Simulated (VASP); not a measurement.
Here is a VASP 6.6.1 calculation.

INCAR

```
SYSTEM = Si
  PREC = Accurate
  ENCUT = 500
  EDIFF = 1E-6
  ISMEAR = 0
  SIGMA = 0.1
  LREAL = .False.
  LASPH = .True.
  NELM = 120
  ALGO = Normal
  ISIF = 2
  LWAVE = .False.
  LCHARG = .False.
  GGA = PS
  NBANDS = 11
  GGA_COMPAT = .False.
```

The input KPOINTS:

```
regular mesh
0
Gamma
  6 6 6
  0 0 0
```

File POSCAR:

```
Si
1.0
    0.0000000000      2.7221665085      2.7221665085
    2.7221665085      0.0000000000      2.7221665085
    2.7221665085      2.7221665085      0.0000000000
Si
2
Direct
    0.0000000000      0.0000000000      0.0000000000
    0.2500000000      0.2500000000      0.2500000000
```

Potentials or basis: VASP PAW PBE potentials, release 64 (Si).

Run with:

```bash
$ cat potpaw_PBE.64/Si/POTCAR > POTCAR
$ mpirun -np 1 vasp_std > vasp.out
```

(1) Estimate the band gap on the k mesh.

(2) Estimate the pressure.

Results:

(1) 0.60 eV (least direct gap 2.51 eV).

(2) -0.4 GPa.

Caveat: the PAW data sets were made with another functional, which shifts forces and pressure a little.
